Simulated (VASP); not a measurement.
# La: relaxation of cell and atoms with PBEsol

La:

```xyz
1
Lattice="3.6786 0.0000 0.0000 -1.2262 3.4682 0.0000 -1.2262 -1.7341 3.0036" Properties=species:S:1:pos:R:3 pbc="T T T"
La    0.0000    0.0000    0.0000
```

This isn't the form of La at room conditions, which is double hcp.

```
Program                : VASP 6.6.1
Task                   : relaxation of cell and atoms
Functional             : PBEsol
Potentials or basis    : VASP PAW PBE potentials, release 64 (La)
Cutoff                 : 600 eV
k mesh                 : 7 × 7 × 7
Occupations            : gaussian, width 0.05 eV
Spin                   : no spin polarisation
Dipole correction      : no
Further INCAR settings : ALGO = Normal; EDIFF = 1e-06; IBRION = 2; EDIFFG = -0.03; NSW = 60; ISIF = 3
```

```json
{
 "Relaxed volume": "35.11 Å³/atom",
 "Relaxed cell": "a = 3.573 Å, b = 3.573 Å, c = 3.573 Å, α = 109.47°, β = 109.47°, γ = 109.47°",
 "Space group after relaxing (to 0.1 Å)": "Im-3m (No. 229)",
 "Energy gained by relaxing": "27.4 meV/atom",
 "Ionic steps": "2",
 "Pressure after relaxing": "0.0 GPa",
 "Band gap on the k mesh": "zero (an odd number of electrons rules out a gap without spin polarisation)"
}
```

The path:
```csv
step,energy change (eV),largest force (eV/Å),pressure (GPa),volume (Å³)
1,0.0000,0.0000,-2.49,38.32
2,-0.0274,0.0000,-0.05,35.11
```

Final structure:
```yaml
crystal:
  lattice:
    - [3.57272, 0.00000, 0.00000]
    - [-1.19091, 3.36839, 0.00000]
    - [-1.19091, -1.68420, 2.91711]
  atoms:
    - { symbol: La, position: [0.00000, 0.00000, 0.00000] }
```

Levels at points of the mesh, in eV from the Fermi level:
| k point | band 2 | band 3 | band 4 | band 5 | band 6 | band 7 | band 8 | band 9 |
| --- | --- | --- | --- | --- | --- | --- | --- | --- |
| (0.00, 0.00, 0.00) | -15.57 | -15.57 | -15.57 | -3.19 | 1.55 | 1.55 | 1.55 | 1.61 |

It took 17 s on 1 thread of Intel(R) Xeon(R) Platinum 8559C (Emerald Rapids) (shared host), peak memory 0.18 GiB.

Caveat: the PAW data sets were made with another functional, which shifts forces and pressure a little; spin-orbit coupling is left out, which moves the levels of the heavy elements.
